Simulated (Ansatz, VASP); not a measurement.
## Te: VASP beside Ansatz

Contents of INCAR:

```
SYSTEM = Te
ALGO     = Normal         ! electronic algorithm
EDIFF    = 1E-7           ! SCF threshold, eV
ENCUT    = 520            ! plane-wave cutoff, eV
ISIF     = 2              ! what is computed and relaxed
ISMEAR   = -1             ! smearing method
LASPH    = .TRUE.         ! aspherical terms in the spheres
LCHARG   = .FALSE.        ! write CHGCAR
LREAL    = .FALSE.        ! projectors in reciprocal space
LWAVE    = .FALSE.        ! write WAVECAR
NBANDS   = 9              ! bands
NELM     = 100            ! most SCF steps
PREC     = Accurate       ! precision mode
SIGMA    = 0.1            ! smearing width, eV
```

The input KPOINTS:

```
k-points
0
G
  12 12 12
  0 0 0
```

File POSCAR:

```
Te
1.0
    3.0814230699      0.0000000000      0.0000000000
    0.0000000000      3.0814230699      0.0000000000
    0.0000000000      0.0000000000      3.0814230699
Te
1
Direct
    0.0000000000      0.0000000000      0.0000000000
```

Input for Ansatz:

```yaml
crystal:
  lattice:
    - [3.0814230699, 0.0, 0.0]
    - [0.0, 3.0814230699, 0.0]
    - [0.0, 0.0, 3.0814230699]
  atoms:
    - { symbol: Te, position: [0.0, 0.0, 0.0] }
kpoints:
  mp_grid: { grid: [12, 12, 12] }
scf:
  occupations: { method: fermi_dirac, width: 0.1 }
hamiltonian:
  xc: lda
  pseudopotentials: { kind: all_electron, lapw: { basis_error: 0.001 } }
output:
  forces: true
  stress: true
  eigenvalues: true
  populations: true
```

Change from the starting cell: volume scaled by 0.95, LAPW.

Alike in both runs: task single point; functional LDA; k mesh 12 × 12 × 12; occupations fermi-dirac, width 0.1 eV; no spin polarisation.

|  | VASP | Ansatz |
| --- | --- | --- |
| version | VASP 6.6.1 | Ansatz 0.2.0 |
| potentials or method | VASP PAW LDA potentials, release 64 (Te), cutoff 520 eV | all-electron LAPW, scalar-relativistic |

|  | VASP | Ansatz | Ansatz less VASP |
| --- | --- | --- | --- |
| pressure (GPa) | 3.7 | 3.5 | -0.13 |

LDA's correlation is that of Perdew and Zunger in VASP and of Perdew and Wang (1992) in Ansatz. Ansatz ran all-electron here, and VASP with PAW potentials.

Neither program's run includes spin-orbit coupling.
